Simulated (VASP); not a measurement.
A run of VASP 6.6.1:

Contents of POSCAR:

```
AlN
1.0
    0.0000000000      2.0550061906      2.0188684454
    2.0550061906      0.0000000000      2.0188684454
    2.0550061906      2.0550061906      0.0000000000
Al N
1 1
Direct
    0.0000000000      0.0000000000      0.0000000000
    0.5000000000      0.5000000000      0.5000000000
```

INCAR.step1

```
  PREC = Accurate
  ENCUT = 520
  EDIFF = 1E-5
  ISMEAR = 0
  SIGMA = 0.01
  LREAL = F
  LASPH = T
  NELM = 80
  ALGO = Normal
  ISIF = 2
  LWAVE = T
  LCHARG = F
  GGA = PE
  NBANDS = 11
```

The input INCAR.step2:

```
  PREC = Accurate
  ENCUT = 520
  EDIFF = 1E-6
  ISMEAR = 0
  SIGMA = 0.01
  LREAL = F
  LASPH = T
  NELM = 80
  ALGO = Normal
  ISIF = 2
  LWAVE = F
  LCHARG = F
  GGA = PE
  LHFCALC = T
  HFSCREEN = 0.2079
  PRECFOCK = Normal
  ISTART = 1
  NBANDS = 11
```

The input KPOINTS:

```
regular mesh
0
Gamma
  8 8 8
```

Potentials or basis: VASP PAW PBE potentials, release 64 (Al, N).

Launch:

```bash
$ cat potpaw_PBE.64/Al/POTCAR potpaw_PBE.64/N/POTCAR > POTCAR
$ cp INCAR.step1 INCAR
$ mpirun -np 1 vasp_std > vasp.out
$ cp INCAR.step2 INCAR
$ mpirun -np 1 vasp_std > vasp.out
```

Hardware: 1 thread of AMD EPYC 7R43 64-Core Processor (Zen 3), on a shared host.

Estimate the wall time of this run.

Run time: 75 min on 1 thread of AMD EPYC 7R43 64-Core Processor (Zen 3), with other jobs on the host, peak memory 0.22 GiB. Counts: k points 59.
